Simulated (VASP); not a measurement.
# CsTlH2 (P4/mmm) in VASP: notebook

CsTlH2 is run at these levels: PBE; tasks: single point, relaxation of cell and atoms.

All numbers are computed with VASP 6.6.1; they aren't measurements. Logs are shortened: lines on timing, memory, paths and dates and some standing lists are left out, and cuts for length are marked.

### Step 1. The cell of the first run

Symmetry: P4/mmm, No. 123, tetragonal system. The conventional cell has a = 5.445 Å, b = 5.445 Å, c = 4.510 Å, α = 90.00°, β = 90.00°, γ = 90.00°. Within 4.6 Å of Cs (site symmetry 4/mmm) lie 8 H at 3.54 Å and 8 Tl at 4.46 Å and 2 Cs at 4.51 Å. Tl (site symmetry 4/mmm) has 4 H at 2.72 Å within 3.6 Å. H (site symmetry mmm) has 2 Tl at 2.72 Å and 4 Cs at 3.54 Å within 3.6 Å.

### Step 2. Single point, PBE

INCAR

```
SYSTEM = CsTlH2
PREC = Accurate
ENCUT = 520
EDIFF = 1E-6
ISMEAR = 0
SIGMA = 0.1
LREAL = .False.
LASPH = .True.
NELM = 100
ALGO = Normal
ISIF = 2
LWAVE = .False.
LCHARG = .False.
GGA = PE
NBANDS = 20
```

KPOINTS

```
Automatic mesh
0
Gamma
  4 4 4
  0 0 0
```

POSCAR

```
CsTlH2
1.0
    5.4450000000      0.0000000000      0.0000000000
    0.0000000000      5.4450000000      0.0000000000
    0.0000000000      0.0000000000      4.5102633000
Cs Tl H
1 1 2
Direct
    0.5000000000      0.5000000000      0.5000000000
    0.0000000000      0.0000000000      0.0000000000
    0.5000000000      0.0000000000      0.0000000000
    0.0000000000      0.5000000000      0.0000000000
```

Potentials or basis: VASP PAW PBE potentials, release 64 (Cs_sv, Tl_d, H).

On the command line:

```sh
cat potpaw_PBE.64/Cs_sv/POTCAR potpaw_PBE.64/Tl_d/POTCAR potpaw_PBE.64/H/POTCAR > POTCAR
mpirun -np 1 vasp_std > vasp.out
```

OUTCAR:

```text
SYSTEM = CsTlH2
   PREC = Accurate
   ENCUT = 520
   EDIFF = 1E-6
   ISMEAR = 0
   LREAL = .False.
   LASPH = .True.
   NELM = 100
   ISIF = 2
   GGA = PE

 ion  position               nearest neighbor table
   1  0.500  0.500  0.500-
   2  0.000  0.000  0.000-
   3  0.500  0.000  0.000-
   4  0.000  0.500  0.000-

  LATTYP: Found a simple tetragonal cell.
 ALAT       =     5.4450000000
 C/A-ratio  =     0.8283311846

  Lattice vectors:

 A1 = (   5.4450000000,   0.0000000000,   0.0000000000)
 A2 = (   0.0000000000,   5.4450000000,   0.0000000000)
 A3 = (   0.0000000000,   0.0000000000,   4.5102633000)

Analysis of symmetry for initial positions (statically):
=====================================================================
 Subroutine PRICEL returns:
 Original cell was already a primitive cell.

 Routine SETGRP: Setting up the symmetry group for a
 simple tetragonal supercell.

 Subroutine GETGRP returns: Found 16 space group operations
 (whereof 16 operations were pure point group operations)
 out of a pool of 16 trial point group operations.

The static configuration has the point symmetry D_4h.

Analysis of symmetry for dynamics (positions and initial velocities):
=====================================================================
 Subroutine PRICEL returns:
 Original cell was already a primitive cell.

 Routine SETGRP: Setting up the symmetry group for a
 simple tetragonal supercell.

 Subroutine GETGRP returns: Found 16 space group operations
 (whereof 16 operations were pure point group operations)
 out of a pool of 16 trial point group operations.

The dynamic configuration has the point symmetry D_4h.

 Subroutine INISYM returns: Found 16 space group operations
 (whereof 16 operations are pure point group operations),
 and found     1 'primitive' translations

----------------------------------------------------------------------------------------

                                     Primitive cell

  volume of cell :     133.7204

  direct lattice vectors                    reciprocal lattice vectors
     5.445000000  0.000000000  0.000000000     0.183654729  0.000000000  0.000000000
     0.000000000  5.445000000  0.000000000     0.000000000  0.183654729  0.000000000
     0.000000000  0.000000000  4.510263300     0.000000000  0.000000000  0.221716546

  length of vectors
     5.445000000  5.445000000  4.510263300     0.183654729  0.183654729  0.221716546

  position of ions in fractional coordinates (direct lattice)
     0.500000000  0.500000000  0.500000000
     0.000000000  0.000000000  0.000000000
     0.500000000  0.000000000  0.000000000
     0.000000000  0.500000000  0.000000000

  ion indices of the primitive-cell ions
   primitive index   ion index
                 1           1
                 2           2
                 3           3
                 4           4

----------------------------------------------------------------------------------------

 KPOINTS: Automatic mesh

Automatic generation of k-mesh.
 Grid dimensions read from file:
 generate k-points for:    4    4    4

 Generating k-lattice:

  Cartesian coordinates                     Fractional coordinates (reciprocal lattice)
     0.045913682  0.000000000  0.000000000     0.250000000  0.000000000  0.000000000
     0.000000000  0.045913682  0.000000000     0.000000000  0.250000000  0.000000000
     0.000000000  0.000000000  0.055429136     0.000000000  0.000000000  0.250000000

  Length of vectors
     0.045913682  0.045913682  0.055429136

  Shift w.r.t. Gamma in fractional coordinates (k-lattice)
     0.000000000  0.000000000  0.000000000

 Subroutine IBZKPT returns following result:
 ===========================================

 Found     18 irreducible k-points:

 Following reciprocal coordinates:
            Coordinates               Weight
  0.000000  0.000000  0.000000      1.000000
  0.250000  0.000000  0.000000      4.000000
  0.500000  0.000000  0.000000      2.000000
  0.250000  0.250000  0.000000      4.000000
  0.500000  0.250000  0.000000      4.000000
  0.500000  0.500000  0.000000      1.000000
[... 10 lines left out ...]
  0.500000  0.250000  0.500000      4.000000
  0.500000  0.500000  0.500000      1.000000
   k-points           NKPTS =     18   k-points in BZ     NKDIM =     18   number of bands    NBANDS=     20
   number of dos      NEDOS =    301   number of ions     NIONS =      4
   total plane-waves  NPLWV =  57600
   dimension x,y,z NGX =    40 NGY =   40 NGZ =   36
   dimension x,y,z NGXF=    80 NGYF=   80 NGZF=   72
   ions per type =               1   1   2
   NGX,Y,Z   is equivalent  to a cutoff of  12.21, 12.21, 13.27 a.u.
   NGXF,Y,Z  is equivalent  to a cutoff of  24.43, 24.43, 26.54 a.u.
 SYSTEM =  CsTlH2
   PREC   = accura    normal or accurate (medium, high low for compatibility)
   ISTART =      0    job   : 0-new  1-cont  2-samecut
   ICHARG =      2    charge: 1-file 2-atom 10-const
   ISPIN  =      1    spin polarized calculation?
   LNONCOLLINEAR =      F non collinear calculations
   LSORBIT =      F    spin-orbit coupling
   LASPH  =      T    aspherical Exc in radial PAW
   ENCUT  =  520.0 eV  38.22 Ry    6.18 a.u.  10.12 10.12  8.39*2*pi/ulx,y,z
   NELM   =    100;   NELMIN=  2; NELMDL= -5     # of ELM steps
   EDIFF  = 0.1E-05   stopping-criterion for ELM
   LREAL  =      F    real-space projection
   EDIFFG = 0.1E-04   stopping-criterion for IOM
   NSW    =      0    number of steps for IOM
   IBRION =     -1    ionic relax: 0-MD 1-quasi-New 2-CG
   NFREE  =      0    steps in history (QN), initial steepest desc. (CG)
   ISIF   =      2    stress and relaxation
   ISYM   =      2    0-nonsym 1-usesym 2-fastsym
   POTIM  = 0.5000    time-step for ionic-motion
   TEBEG  =    0.0;   TEEND  =   0.0 temperature during run
   PSTRESS=    0.0 pullay stress
   NELECT =      24.0000    total number of electrons
   NUPDOWN=      -1.0000    fix difference up-down
   EMIN   =  10.00;   EMAX   =-10.00  energy-range for DOS
   EFERMI =   0.00;   METHOD = LEGACY
   ISMEAR =     0;   SIGMA  =   0.10  broadening in eV -4-tet -1-fermi 0-gaus
   EFERMI_NEDOS =   21; number of points for ismear=-14 and -15
   IALGO  =     38    algorithm
   IMIX   =      4    mixing-type and parameters
     AMIX     =   0.40;   BMIX     =  1.00
     AMIX_MAG =   1.60;   BMIX_MAG =  1.00
  volume/ion in A,a.u.               =      33.43       225.60
  Fermi-wavevector in a.u.,A,eV,Ry     =   0.923449  1.745065 11.602466  0.852757
  Thomas-Fermi vector in A             =   2.049086
   LORBIT       =      0    0 simple, 1 ext, 2 COOP (PROOUT), +10 PAW based schemes
   GGA     = PE    functional components
   LHFCALC =     F    Hartree Fock is set to
   AEXX    =    0.0000 exact exchange contribution
   IVDW    =     0    specifies the selected vdW correction
   LEPSILON=     F    determine dielectric tensor
   LRPA    =     F    only Hartree local field effects (RPA)
 non-spin polarized calculation
 Gauss-broadening in eV      SIGMA  =   0.10
  energy-cutoff  :      520.00
  volume of cell :      133.72
 maximum number of plane-waves:      3621
   NGX = 21   NGY = 21   NGZ = 17

 number of electron      23.9999997 magnetization

 Free energy of the ion-electron system (eV)
  ---------------------------------------------------
  ext. energy  EPLUGINS =         0.00000000
  ---------------------------------------------------
  free energy    TOTEN  =        -8.95423016 eV

  energy without entropy =       -8.94671639  energy(sigma->0) =       -8.95047327

 E-fermi :   0.6934     XC(G=0):  -7.0106

 val. band max:        0.6690121441   @ k =   0.2500   0.0000   0.5000
 cond. band min:       0.7948605061   @ k =   0.2500   0.2500   0.5000
 fundamental gap:      0.1258483620
 Fermi energy:         0.6934165470

 k-point     1 :       0.0000    0.0000    0.0000
  band No.  band energies     occupation
      1     -21.4049      2.00000
      2     -10.6356      2.00000
      3     -10.5435      2.00000
      4     -10.5435      2.00000
      5     -10.3881      2.00000
      6     -10.3879      2.00000
[... 12 lines left out ...]
     19       6.1512      0.00000
     20       6.9740      0.00000

 k-point     2 :       0.2500    0.0000    0.0000
  band No.  band energies     occupation
      1     -21.4036      2.00000
      2     -10.6337      2.00000
      3     -10.5449      2.00000
      4     -10.5434      2.00000
      5     -10.3909      2.00000
      6     -10.3804      2.00000
[... 12 lines left out ...]
     19       6.3266      0.00000
     20       7.0204      0.00000

 k-point     3 :       0.5000    0.0000    0.0000
  band No.  band energies     occupation
      1     -21.4024      2.00000
      2     -10.6318      2.00000
      3     -10.5463      2.00000
      4     -10.5433      2.00000
      5     -10.3937      2.00000
      6     -10.3729      2.00000
[... 12 lines left out ...]
     19       7.0694      0.00000
     20       7.2640      0.00000

 k-point     4 :       0.2500    0.2500    0.0000
  band No.  band energies     occupation
      1     -21.4025      2.00000
      2     -10.6317      2.00000
      3     -10.5448      2.00000
      4     -10.5444      2.00000
      5     -10.3919      2.00000
      6     -10.3726      2.00000
[... 12 lines left out ...]
     19       6.4267      0.00000
     20       7.2119      0.00000

 k-point     5 :       0.5000    0.2500    0.0000
  band No.  band energies     occupation
      1     -21.4013      2.00000
      2     -10.6298      2.00000
      3     -10.5458      2.00000
      4     -10.5443      2.00000
      5     -10.3929      2.00000
      6     -10.3646      2.00000
[... 12 lines left out ...]
     19       6.4262      0.00000
     20       6.7123      0.00000

 k-point     6 :       0.5000    0.5000    0.0000
  band No.  band energies     occupation
      1     -21.4001      2.00000
      2     -10.6278      2.00000
      3     -10.5453      2.00000
      4     -10.5453      2.00000
      5     -10.3920      2.00000
      6     -10.3562      2.00000
[... 12 lines left out ...]
     19       6.0507      0.00000
     20       6.3908      0.00000

 k-point     7 :       0.0000    0.0000    0.2500
  band No.  band energies     occupation
      1     -21.3928      2.00000
      2     -10.6094      2.00000
      3     -10.5523      2.00000
      4     -10.5523      2.00000
      5     -10.3872      2.00000
      6     -10.3867      2.00000
[... 12 lines left out ...]
     19       6.3002      0.00000
     20       6.3002      0.00000
[... 139 lines left out ...]
 k-point    14 :       0.2500    0.0000    0.5000
  band No.  band energies     occupation
      1     -21.3797      2.00000
      2     -10.5805      2.00000
      3     -10.5611      2.00000
      4     -10.5599      2.00000
      5     -10.3876      2.00000
      6     -10.3779      2.00000
[... 12 lines left out ...]
     19       5.6506      0.00000
     20       7.1118      0.00000

 k-point    15 :       0.5000    0.0000    0.5000
  band No.  band energies     occupation
      1     -21.3786      2.00000
      2     -10.5778      2.00000
      3     -10.5611      2.00000
      4     -10.5589      2.00000
      5     -10.3888      2.00000
      6     -10.3702      2.00000
[... 12 lines left out ...]
     19       6.7540      0.00000
     20       6.9471      0.00000

 k-point    16 :       0.2500    0.2500    0.5000
  band No.  band energies     occupation
      1     -21.3786      2.00000
      2     -10.5778      2.00000
      3     -10.5631      2.00000
      4     -10.5601      2.00000
      5     -10.3899      2.00000
      6     -10.3703      2.00000
[... 12 lines left out ...]
     19       6.7227      0.00000
     20       6.8726      0.00000

 k-point    17 :       0.5000    0.2500    0.5000
  band No.  band energies     occupation
      1     -21.3776      2.00000
      2     -10.5752      2.00000
      3     -10.5632      2.00000
      4     -10.5621      2.00000
      5     -10.3923      2.00000
      6     -10.3626      2.00000
[... 12 lines left out ...]
     19       6.8440      0.00000
     20       6.9959      0.00000

 k-point    18 :       0.5000    0.5000    0.5000
  band No.  band energies     occupation
      1     -21.3765      2.00000
      2     -10.5728      2.00000
      3     -10.5653      2.00000
      4     -10.5653      2.00000
      5     -10.3957      2.00000
      6     -10.3549      2.00000
[... 12 lines left out ...]
     19       6.7536      0.00000
     20       7.1948      0.00000

------------------------ aborting loop because EDIFF is reached ----------------------------------------

  FORCE on cell =-STRESS in cart. coord.  units (eV):
  Direction    XX          YY          ZZ          XY          YZ          ZX
  --------------------------------------------------------------------------------------
  -------------------------------------------------------------------------------------
  Total       -1.8718622     -1.8718622     -1.3673225      0.0000000      0.0000000      0.0000000
  in kB      -22.4278065    -22.4278065    -16.3826393      0.0000000      0.0000000      0.0000000
  external PRESSURE =     -20.4127507 kB  Pullay stress =       0.0000000 kB

 VOLUME and BASIS-vectors are now :
 -----------------------------------------------------------------------------
  energy-cutoff  :      520.00
  volume of cell :      133.72
      direct lattice vectors                 reciprocal lattice vectors
     5.445000000  0.000000000  0.000000000     0.183654729  0.000000000  0.000000000
     0.000000000  5.445000000  0.000000000     0.000000000  0.183654729  0.000000000
     0.000000000  0.000000000  4.510263300     0.000000000  0.000000000  0.221716546

 POSITION                                       TOTAL-FORCE (eV/Angst)
 -----------------------------------------------------------------------------------
      2.72250      2.72250      2.25513         0.000000      0.000000      0.000000
      0.00000      0.00000      0.00000         0.000000      0.000000      0.000000
      2.72250      0.00000      0.00000         0.000000      0.000000      0.000000
      0.00000      2.72250      0.00000         0.000000      0.000000      0.000000
 -----------------------------------------------------------------------------------
    total drift:                                0.000000      0.000000     -0.000000

  FREE ENERGIE OF THE ION-ELECTRON SYSTEM (eV)
  ---------------------------------------------------
  free  energy   TOTEN  =        -8.9542301617 eV

  energy  without entropy=       -8.9467163877  energy(sigma->0) =       -8.95047327
```

It took 25 s on 1 thread of Intel Xeon Platinum 8488C (Sapphire Rapids), shared host; peak memory 0.25 GiB.

Results:

* Free energy: -8.9542 eV
* Pressure: -2.0 GPa
* Band gap on the k mesh: zero (band 12 reaches 0.87 eV, above the bottom of band 13 at 0.67 eV)

Levels at points of the mesh, in eV from the Fermi level:
```csv
k point,band 10,band 11,band 12,band 13,band 14,band 15
"(0.00, 0.00, 0.00)",-6.21,-1.01,-0.12,1.94,1.94,3.27
"(0.50, 0.00, 0.00)",-5.73,-2.48,-0.21,1.60,3.10,3.32
"(0.50, 0.50, 0.00)",-5.58,-2.00,-2.00,2.48,3.67,4.65
"(0.00, 0.00, 0.50)",-5.62,-0.61,-0.37,0.47,1.94,1.94
"(0.50, 0.00, 0.50)",-5.48,-1.85,-0.25,0.36,2.67,2.72
"(0.50, 0.50, 0.50)",-5.10,-2.14,-2.14,0.18,4.58,4.58
```

Caveat: spin-orbit coupling is left out, which moves the levels of the heavy elements.

(Continued in part 2 of 2.)
